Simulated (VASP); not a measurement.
ZnCu:

```xyz
2
Lattice="2.9450 0.0000 0.0000 0.0000 2.9450 0.0000 0.0000 0.0000 2.9450" Properties=species:S:1:pos:R:3 pbc="T T T"
Zn    1.4725    1.4725    1.4725
Cu    0.0000    0.0000    0.0000
```

| Item | Value |
| --- | --- |
| Program | VASP 6.6.1 |
| Task | relaxation of cell and atoms |
| Functional | BLYP |
| Potentials or basis | VASP PAW PBE potentials, release 64 (Zn, Cu_sv_GW) |
| Cutoff | 820 eV |
| k mesh | 9 × 9 × 9 |
| Occupations | fermi-dirac, width 0.05 eV |
| Spin | no spin polarisation |

At the start: pressure 9.6 GPa; volume 12.77 Å³/atom.

Q: Where does the relaxation end?

A: Over 3 steps the energy falls by 29.4 meV/atom and the volume is 13.82 Å³/atom (+8.2 %); space group Pm-3m (No. 221, to 0.1 Å) before and after.

The path:
```csv
step,energy change (eV),largest force (eV/Å),pressure (GPa),volume (Å³)
1,0.0000,0.0000,9.61,25.54
2,-0.0515,0.0000,-2.79,28.48
3,-0.0588,0.0000,0.09,27.65
```

Final structure:
```
CELL_PARAMETERS angstrom
3.02376 0.00000 0.00000
0.00000 3.02376 0.00000
0.00000 0.00000 3.02376
ATOMIC_POSITIONS crystal
Zn 0.50000 0.50000 0.50000
Cu 0.00000 0.00000 0.00000
```

Caveat: the PAW data sets were made with another functional, which shifts forces and pressure a little.
